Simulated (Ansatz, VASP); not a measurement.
One calculation of Na4Os, two programs

```
CELL_PARAMETERS angstrom
4.72741 0.00000 0.00000
0.00000 4.72741 0.00000
0.00000 0.00000 4.72741
ATOMIC_POSITIONS crystal
Na 0.25000 0.25000 0.25000
Na 0.75000 0.75000 0.25000
Na 0.25000 0.75000 0.75000
Na 0.75000 0.25000 0.75000
Os 0.00000 0.00000 0.00000
```

Change from the starting cell: species swapped into the SnI4 type (P-43m, No. 215).

Alike in both runs: task relaxation of cell and atoms; functional PBE; k mesh 4 × 4 × 4; occupations gaussian, width 0.1 eV; no spin polarisation.

|  | VASP | Ansatz |
| --- | --- | --- |
| version | VASP 6.6.1 | Ansatz 0.2.0 |
| potentials or method | VASP PAW PBE potentials, release 64 (Na_sv, Os_sv_GW), cutoff 1130 eV | scalar-relativistic, plane waves, PAW |
| valence electrons in the cell | 52 | 52 |

VASP gave:

| Quantity | Value |
| --- | --- |
| gap on the k mesh at the Fermi level, each at its own relaxed structure (eV) | none |
| relaxed volume (Å³/atom) | 33.40 |
| relaxed length of the cell vector where the two differ most in proportion (Å) | 5.507 |

Task: Which values does Ansatz return?

Result: gap on the k mesh at the Fermi level, each at its own relaxed structure (eV): none; relaxed volume (Å³/atom): 34.14; relaxed length of the cell vector where the two differ most in proportion (Å): 5.547.

A gap of «none» marks a metal or a gap that the smearing closes.

Spin-orbit coupling is off throughout. Noted on VASP's run: the volume moved by over 15 % at a fixed basis, so the end points are rough.
